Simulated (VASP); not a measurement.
Wanted: the native input for a VASP 6.6.1 run.

| Item | Value |
| --- | --- |
| Task | single point |
| Functional | LDA |
| Potentials or basis | VASP PAW LDA potentials, release 64 (Ca_sv) |
| Cutoff | 520 eV |
| k mesh | 9 × 9 × 1 |
| Occupations | gaussian, width 0.1 eV |
| Spin | no spin polarisation |
| Dipole correction | yes |
| Further INCAR settings | ALGO = Fast; EDIFF = 1e-06; NBANDS = 33 |

The structure of Ca lies in POSCAR:

```
Ca
1.0
    3.7750735677      0.0000000000      0.0000000000
   -1.8875367839      3.2693096108      0.0000000000
    0.0000000000      0.0000000000     27.3293386431
Ca
5
Direct
    0.6666666667      0.3333333333      0.2744303511
    0.3333333333      0.6666666667      0.3872151756
    0.0000000000      0.0000000000      0.5000000000
    0.6666666667      0.3333333333      0.6127848244
    0.3333333333      0.6666666667      0.7255696489
```

These files were run (other wordings do the same):

INCAR

```
SYSTEM = Ca
ALGO = Fast ; DIPOL = 0.5 0.5 0.500
EDIFF = 1E-6 ; ENCUT = 520
IDIPOL = 3 ; ISIF = 2
ISMEAR = 0 ; LASPH = .True.
LCHARG = .True. ; LDIPOL = .True.
LELF = .True. ; LREAL = .False.
LVACPOTAV = .True. ; LVHAR = .True.
LWAVE = .False. ; NBANDS = 33
NELM = 100 ; PREC = Accurate
SIGMA = 0.1
```

KPOINTS

```
k-points
0
Gamma
  9 9 1
  0 0 0
```

Potentials or basis: VASP PAW LDA potentials, release 64 (Ca_sv).

Launch:

```sh
$ cat potpaw_LDA.64/Ca_sv/POTCAR > POTCAR
$ mpirun -np 1 vasp_std > vasp.out
```

Results of the run:

* Largest force: 0.083 eV/Å
* Band gap on the k mesh: zero (band 25 reaches 0.14 eV, above the bottom of band 26 at -0.02 eV)

Wall time 5.5 min on 1 thread of Intel Xeon 6975P-C, with other jobs on the host, peak memory 0.35 GiB.
